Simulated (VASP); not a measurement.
# Nb3Pb (Pm-3n) in VASP: single point with r2SCAN

Aim: the single point of Nb3Pb with r2SCAN.

Everything below comes from runs of VASP 6.6.1. Logs are shortened: lines on timing, memory, paths and dates and some standing lists are left out, and cuts for length are marked.

### 1 The cell of the first run

Symmetry: Pm-3n, No. 223, cubic system. Conventional cell: a = 5.379 Å, b = 5.379 Å, c = 5.379 Å, α = 90.00°, β = 90.00°, γ = 90.00°. Within 4.0 Å of Pb (site symmetry m-3) lie 12 Nb at 3.01 Å. Within 3.5 Å of Nb (site symmetry -4m2) lie 10 Nb at 2.69 to 3.29 Å and 4 Pb at 3.01 Å.

### 2 Single point, r2SCAN

Input file POSCAR:

```
Nb3Pb
1.0
    5.3792440000      0.0000000000      0.0000000000
    0.0000000000      5.3792440000      0.0000000000
    0.0000000000      0.0000000000      5.3792440000
Pb Nb
2 6
Direct
    0.0000000000      0.0000000000      0.0000000000
    0.5000000000      0.5000000000      0.5000000000
    0.2500000000      0.0000000000      0.5000000000
    0.5000000000      0.7500000000      0.0000000000
    0.7500000000      0.0000000000      0.5000000000
    0.5000000000      0.2500000000      0.0000000000
    0.0000000000      0.5000000000      0.7500000000
    0.0000000000      0.5000000000      0.2500000000
```

Input file INCAR.step1:

```
SYSTEM = Nb3Pb
PREC = Accurate
ENCUT = 520
ISMEAR = -1
SIGMA = 0.1
LREAL = .FALSE.
LASPH = .TRUE.
NELM = 60
NBANDS = 63
GGA = PE
ALGO = Normal
EDIFF = 1E-4
LWAVE = .TRUE.
LCHARG = .FALSE.
```

Input file INCAR.step2:

```
SYSTEM = Nb3Pb
PREC = Accurate
ENCUT = 520
EDIFF = 1E-6
ISMEAR = -1
SIGMA = 0.1
LREAL = .FALSE.
LASPH = .TRUE.
NELM = 60
ALGO = Normal
ISIF = 2
LWAVE = .FALSE.
LCHARG = .TRUE.
METAGGA = R2SCAN
LMIXTAU = .TRUE.
LELF = .TRUE.
LVHAR = .TRUE.
NBANDS = 63
ISTART = 1
```

Input file KPOINTS:

```
regular mesh
0
G
  6 6 6
  0 0 0
```

Potentials or basis: VASP PAW PBE potentials, release 64 (Pb_d, Nb_sv).

Run with:

```bash
cat potpaw_PBE.64/Pb_d/POTCAR potpaw_PBE.64/Nb_sv/POTCAR > POTCAR
cp INCAR.step1 INCAR
mpirun -np 1 vasp_std > vasp.out
cp INCAR.step2 INCAR
mpirun -np 1 vasp_std > vasp.out
```

OUTCAR:

```text
SYSTEM = Nb3Pb
   PREC = Accurate
   ENCUT = 520
   EDIFF = 1E-6
   ISMEAR = -1
   LREAL = .FALSE.
   LASPH = .TRUE.
   NELM = 60
   ISIF = 2
   METAGGA = R2SCAN
   ISTART = 1

 ion  position               nearest neighbor table
   1  0.000  0.000  0.000-   3 3.01   4 3.01   5 3.01   6 3.01   7 3.01   8 3.01   3 3.01   5 3.01
                             7 3.01   8 3.01   4 3.01   6 3.01
   2  0.500  0.500  0.500-   3 3.01   4 3.01   5 3.01   6 3.01   7 3.01   8 3.01   4 3.01   6 3.01
                             3 3.01   5 3.01   7 3.01   8 3.01
   3  0.250  0.000  0.500-   5 2.69   5 2.69   1 3.01   1 3.01   2 3.01   2 3.01
   4  0.500  0.750  0.000-   6 2.69   6 2.69   1 3.01   2 3.01   2 3.01   1 3.01
   5  0.750  0.000  0.500-   3 2.69   3 2.69   1 3.01   1 3.01   2 3.01   2 3.01
   6  0.500  0.250  0.000-   4 2.69   4 2.69   1 3.01   2 3.01   2 3.01   1 3.01
   7  0.000  0.500  0.750-   8 2.69   8 2.69   1 3.01   2 3.01   1 3.01   2 3.01
   8  0.000  0.500  0.250-   7 2.69   7 2.69   1 3.01   2 3.01   1 3.01   2 3.01

  LATTYP: Found a simple cubic cell.
 ALAT       =     5.3792440000

  Lattice vectors:

 A1 = (   5.3792440000,   0.0000000000,   0.0000000000)
 A2 = (   0.0000000000,   5.3792440000,   0.0000000000)
 A3 = (   0.0000000000,   0.0000000000,   5.3792440000)

Analysis of symmetry for initial positions (statically):
=====================================================================
 Subroutine PRICEL returns:
 Original cell was already a primitive cell.

 Routine SETGRP: Setting up the symmetry group for a
 simple cubic supercell.

 Subroutine GETGRP returns: Found 48 space group operations
 (whereof 24 operations were pure point group operations)
 out of a pool of 48 trial point group operations.

The static configuration has the point symmetry T_h .
 The point group associated with its full space group is O_h .

Analysis of symmetry for dynamics (positions and initial velocities):
=====================================================================
 Subroutine PRICEL returns:
 Original cell was already a primitive cell.

 Routine SETGRP: Setting up the symmetry group for a
 simple cubic supercell.

 Subroutine GETGRP returns: Found 48 space group operations
 (whereof 24 operations were pure point group operations)
 out of a pool of 48 trial point group operations.

The dynamic configuration has the point symmetry T_h .
 The point group associated with its full space group is O_h .

 Subroutine INISYM returns: Found 48 space group operations
 (whereof 24 operations are pure point group operations),
 and found     1 'primitive' translations

----------------------------------------------------------------------------------------

                                     Primitive cell

  volume of cell :     155.6552

  direct lattice vectors                    reciprocal lattice vectors
     5.379244000  0.000000000  0.000000000     0.185899729  0.000000000  0.000000000
     0.000000000  5.379244000  0.000000000     0.000000000  0.185899729  0.000000000
     0.000000000  0.000000000  5.379244000     0.000000000  0.000000000  0.185899729

  length of vectors
     5.379244000  5.379244000  5.379244000     0.185899729  0.185899729  0.185899729

  position of ions in fractional coordinates (direct lattice)
     0.000000000  0.000000000  0.000000000
     0.500000000  0.500000000  0.500000000
     0.250000000  0.000000000  0.500000000
     0.500000000  0.750000000  0.000000000
     0.750000000  0.000000000  0.500000000
     0.500000000  0.250000000  0.000000000
     0.000000000  0.500000000  0.750000000
     0.000000000  0.500000000  0.250000000

  ion indices of the primitive-cell ions
   primitive index   ion index
                 1           1
                 2           2
                 3           3
                 4           4
                 5           5
                 6           6
                 7           7
                 8           8

----------------------------------------------------------------------------------------

 KPOINTS: regular mesh

Automatic generation of k-mesh.
 Grid dimensions read from file:
 generate k-points for:    6    6    6

 Generating k-lattice:

  Cartesian coordinates                     Fractional coordinates (reciprocal lattice)
     0.030983288  0.000000000  0.000000000     0.166666667  0.000000000  0.000000000
     0.000000000  0.030983288  0.000000000     0.000000000  0.166666667  0.000000000
     0.000000000  0.000000000  0.030983288     0.000000000  0.000000000  0.166666667

  Length of vectors
     0.030983288  0.030983288  0.030983288

  Shift w.r.t. Gamma in fractional coordinates (k-lattice)
     0.000000000  0.000000000  0.000000000

 Subroutine IBZKPT returns following result:
 ===========================================

 Found     20 irreducible k-points:

 Following reciprocal coordinates:
            Coordinates               Weight
  0.000000  0.000000  0.000000      1.000000
  0.166667  0.000000  0.000000      6.000000
  0.333333  0.000000  0.000000      6.000000
  0.500000  0.000000  0.000000      3.000000
  0.166667  0.166667  0.000000     12.000000
  0.333333  0.166667  0.000000     24.000000
[... 12 lines left out ...]
  0.500000  0.500000  0.333333      6.000000
  0.500000  0.500000  0.500000      1.000000
   k-points           NKPTS =     20   k-points in BZ     NKDIM =     20   number of bands    NBANDS=     63
   number of dos      NEDOS =    301   number of ions     NIONS =      8
   total plane-waves  NPLWV =  64000
   dimension x,y,z NGX =    40 NGY =   40 NGZ =   40
   dimension x,y,z NGXF=    80 NGYF=   80 NGZF=   80
   ions per type =               2   6
   NGX,Y,Z   is equivalent  to a cutoff of  12.36, 12.36, 12.36 a.u.
   NGXF,Y,Z  is equivalent  to a cutoff of  24.72, 24.72, 24.72 a.u.
 SYSTEM =  Nb3Pb
   PREC   = accura    normal or accurate (medium, high low for compatibility)
   ISTART =      1    job   : 0-new  1-cont  2-samecut
   ICHARG =      0    charge: 1-file 2-atom 10-const
   ISPIN  =      1    spin polarized calculation?
   LNONCOLLINEAR =      F non collinear calculations
   LSORBIT =      F    spin-orbit coupling
   LASPH  =      T    aspherical Exc in radial PAW
   ENCUT  =  520.0 eV  38.22 Ry    6.18 a.u.  10.00 10.00 10.00*2*pi/ulx,y,z
   NELM   =     60;   NELMIN=  2; NELMDL=  0     # of ELM steps
   EDIFF  = 0.1E-05   stopping-criterion for ELM
   LREAL  =      F    real-space projection
   EDIFFG = 0.1E-04   stopping-criterion for IOM
   NSW    =      0    number of steps for IOM
   IBRION =     -1    ionic relax: 0-MD 1-quasi-New 2-CG
   NFREE  =      0    steps in history (QN), initial steepest desc. (CG)
   ISIF   =      2    stress and relaxation
   ISYM   =      2    0-nonsym 1-usesym 2-fastsym
   POTIM  = 0.5000    time-step for ionic-motion
   TEBEG  =    0.0;   TEEND  =   0.0 temperature during run
   PSTRESS=    0.0 pullay stress
   NELECT =     106.0000    total number of electrons
   NUPDOWN=      -1.0000    fix difference up-down
   EMIN   =  10.00;   EMAX   =-10.00  energy-range for DOS
   EFERMI =   0.00;   METHOD = LEGACY
   ISMEAR =    -1;   SIGMA  =   0.10  broadening in eV -4-tet -1-fermi 0-gaus
   EFERMI_NEDOS =   21; number of points for ismear=-14 and -15
   IALGO  =     38    algorithm
   IMIX   =      4    mixing-type and parameters
     AMIX     =   0.40;   BMIX     =  1.00
     AMIX_MAG =   1.60;   BMIX_MAG =  1.00
  volume/ion in A,a.u.               =      19.46       131.30
  Fermi-wavevector in a.u.,A,eV,Ry     =   1.440309  2.721789 28.225133  2.074489
  Thomas-Fermi vector in A             =   2.559067
   LORBIT       =      0    0 simple, 1 ext, 2 COOP (PROOUT), +10 PAW based schemes
   METAGGA = R2SCAN    functional components
   LHFCALC =     F    Hartree Fock is set to
   AEXX    =    0.0000 exact exchange contribution
   IVDW    =     0    specifies the selected vdW correction
   LEPSILON=     F    determine dielectric tensor
   LRPA    =     F    only Hartree local field effects (RPA)
 non-spin polarized calculation
  energy-cutoff  :      520.00
  volume of cell :      155.66
 maximum number of plane-waves:      4224
   NGX = 21   NGY = 21   NGZ = 21

 number of electron     106.0000010 magnetization

 Free energy of the ion-electron system (eV)
  ---------------------------------------------------
  ext. energy  EPLUGINS =         0.00000000
  ---------------------------------------------------
  free energy    TOTEN  =      -261.51375026 eV

  energy without entropy =     -261.22419076  energy(sigma->0) =     -261.36897051

 E-fermi :  10.8920     XC(G=0): -13.2904

 val. band max:       10.8849063047   @ k =   0.3333   0.3333   0.0000
 cond. band min:      10.8999668352   @ k =   0.5000   0.5000   0.5000
 fundamental gap:      0.0150605305
 Fermi energy:        10.8920066640

 k-point     1 :       0.0000    0.0000    0.0000
  band No.  band energies     occupation
      1     -45.6588      2.00000
      2     -45.5946      2.00000
      3     -45.5946      2.00000
      4     -45.3943      2.00000
      5     -45.3943      2.00000
      6     -45.3943      2.00000
[... 55 lines left out ...]
     62      14.7212      0.00000
     63      14.7400      0.00000

 k-point     2 :       0.1667    0.0000    0.0000
  band No.  band energies     occupation
      1     -45.6516      2.00000
      2     -45.5978      2.00000
      3     -45.5845      2.00000
      4     -45.4091      2.00000
      5     -45.3943      2.00000
      6     -45.3943      2.00000
[... 55 lines left out ...]
     62      14.4428      0.00000
     63      14.5296      0.00000

 k-point     3 :       0.3333    0.0000    0.0000
  band No.  band energies     occupation
      1     -45.6360      2.00000
      2     -45.6068      2.00000
      3     -45.5524      2.00000
      4     -45.4493      2.00000
      5     -45.3943      2.00000
      6     -45.3943      2.00000
[... 1111 lines left out ...]
     62      13.4237      0.00000
     63      13.6094      0.00000

 k-point    20 :       0.5000    0.5000    0.5000
  band No.  band energies     occupation
      1     -45.5066      2.00000
      2     -45.5066      2.00000
      3     -45.5066      2.00000
      4     -45.5066      2.00000
      5     -45.5066      2.00000
      6     -45.5066      2.00000
[... 55 lines left out ...]
     62      13.3064      0.00000
     63      13.3064      0.00000

------------------------ aborting loop because EDIFF is reached ----------------------------------------

  FORCE on cell =-STRESS in cart. coord.  units (eV):
  Direction    XX          YY          ZZ          XY          YZ          ZX
  --------------------------------------------------------------------------------------
  -------------------------------------------------------------------------------------
  Total       -2.3831607     -2.3831607     -2.3831607     -0.0000000     -0.0000000      0.0000000
  in kB      -24.5301488    -24.5301488    -24.5301488     -0.0000000     -0.0000000      0.0000000
  external PRESSURE =     -24.5301488 kB  Pullay stress =       0.0000000 kB

 VOLUME and BASIS-vectors are now :
 -----------------------------------------------------------------------------
  energy-cutoff  :      520.00
  volume of cell :      155.66
      direct lattice vectors                 reciprocal lattice vectors
     5.379244000  0.000000000  0.000000000     0.185899729  0.000000000  0.000000000
     0.000000000  5.379244000  0.000000000     0.000000000  0.185899729  0.000000000
     0.000000000  0.000000000  5.379244000     0.000000000  0.000000000  0.185899729

 POSITION                                       TOTAL-FORCE (eV/Angst)
 -----------------------------------------------------------------------------------
      0.00000      0.00000      0.00000        -0.000000      0.000000      0.000000
      2.68962      2.68962      2.68962        -0.000000      0.000000      0.000000
      1.34481      0.00000      2.68962        -0.000000     -0.000000     -0.000000
      2.68962      4.03443      0.00000         0.000000     -0.000000     -0.000000
      4.03443      0.00000      2.68962         0.000000      0.000000      0.000000
      2.68962      1.34481      0.00000        -0.000000      0.000000     -0.000000
      0.00000      2.68962      4.03443         0.000000      0.000000     -0.000000
      0.00000      2.68962      1.34481         0.000000      0.000000      0.000000
 -----------------------------------------------------------------------------------
    total drift:                                0.000000     -0.000000      0.000000

  FREE ENERGIE OF THE ION-ELECTRON SYSTEM (eV)
  ---------------------------------------------------
  free  energy   TOTEN  =      -261.5137502622 eV

  energy  without entropy=     -261.2241907615  energy(sigma->0) =     -261.36897051
```

It took 5.7 min on 1 thread of AMD EPYC 9R45 (Zen 5), shared host; peak memory 0.31 GiB.

Results:

```yaml
Free_energy: -261.5138 eV
Pressure: -2.5 GPa
Band_gap_on_the_k_mesh: zero (bands 53 and 54 overlap by 0.68 eV)
```

Caveat: the PAW data sets were made with another functional, which shifts forces and pressure a little; spin-orbit coupling is left out, which moves the levels of the heavy elements.
